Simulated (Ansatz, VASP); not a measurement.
**NbSi: VASP beside Ansatz**

File INCAR:

```
ALGO = Normal ; EDIFF = 1E-8
ENCUT = 520 ; GGA = PE
ISIF = 2 ; ISMEAR = -1
LASPH = T ; LCHARG = F
LEFG = T ; LREAL = F
LWAVE = F ; NBANDS = 16
NELM = 80 ; PREC = Accurate
SIGMA = 0.05
```

File KPOINTS:

```
k-points
0
Gamma
  9 9 9
```

Contents of POSCAR:

```
NbSi
1.0
    0.0000000000      2.5738300000      2.5738300000
    2.5738300000      0.0000000000      2.5738300000
    2.5738300000      2.5738300000      0.0000000000
Nb Si
1 1
Direct
    0.0000000000      0.0000000000      0.0000000000
    0.5000000000      0.5000000000      0.5000000000
```

Contents of input.yaml:

```yaml
crystal:
  lattice:
    - [0.0, 2.57383, 2.57383]
    - [2.57383, 0.0, 2.57383]
    - [2.57383, 2.57383, 0.0]
  atoms:
    - { symbol: Nb, position: [0.0, 0.0, 0.0] }
    - { symbol: Si, position: [0.5, 0.5, 0.5] }
kpoints:
  mp_grid: { grid: [9, 9, 9] }
scf:
  occupations: { method: fermi_dirac, width: 0.05 }
hamiltonian:
  xc: pbe
  pseudopotentials: { kind: all_electron, datasets: crystal }
output:
  forces: true
  stress: true
  eigenvalues: true
  efg: {}
  elf: true
  volumetric_format: npy
```

Alike in both runs: task electric field gradients; functional PBE; k mesh 9 × 9 × 9; occupations fermi-dirac, width 0.05 eV; no spin polarisation.

|  | VASP | Ansatz |
| --- | --- | --- |
| version | VASP 6.6.1 | Ansatz 0.2.0 |
| potentials or method | VASP PAW PBE potentials, release 64 (Nb_sv, Si), cutoff 520 eV | all-electron PAW datasets made for the crystal |

```csv
,VASP,Ansatz,Ansatz less VASP
gap on the k mesh at the Fermi level (eV),none,none,-
pressure (GPa),-0.2,0.0,+0.15
```

A gap of «none» marks a metal or a gap that the smearing closes. Ansatz ran all-electron here, and VASP with PAW potentials.
